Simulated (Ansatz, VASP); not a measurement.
# Two plane-wave programs on MgO

```xyz
4
Lattice="3.3869 0.0000 0.0000 -1.6934 2.9331 0.0000 0.0000 0.0000 5.1854" Properties=species:S:1:pos:R:3 pbc="T T T"
Mg    0.0000    1.9554   -0.0451
Mg    1.6934    0.9777    2.5476
O     0.0000    1.9554    1.9896
O     1.6934    0.9777    4.5823
```

Change from the starting cell: hydrostatic strain +3.0%.

Alike in both runs: task single point; functional PBE; k mesh 12 × 12 × 6; occupations fermi-dirac, width 0.02 eV; no spin polarisation.

|  | VASP | Ansatz |
| --- | --- | --- |
| version | VASP 6.6.1 | Ansatz 0.2.0 |
| potentials or method | VASP PAW PBE potentials, release 64 (Mg, O) | plane waves, PAW |
| plane-wave cutoff (eV) | 520 | 420 |
| valence electrons in the cell | 16 | 32 |

```csv
,VASP,Ansatz,Ansatz less VASP
gap on the k mesh at the Fermi level (eV),3.09,3.11,+0.019
pressure (GPa),-6.2,-5.8,+0.41
"traceless stress, the component that is largest in VASP (GPa)",1.28,1.25,-0.037
rms of the force components (eV/Å),0.010,0.010,+0.0001
```

Atom by atom the forces differ by 0.000 eV/Å (rms over components). VASP's potentials hold 16 valence electrons a cell and Ansatz's 32, so a difference there can come from the potentials and not from the codes.
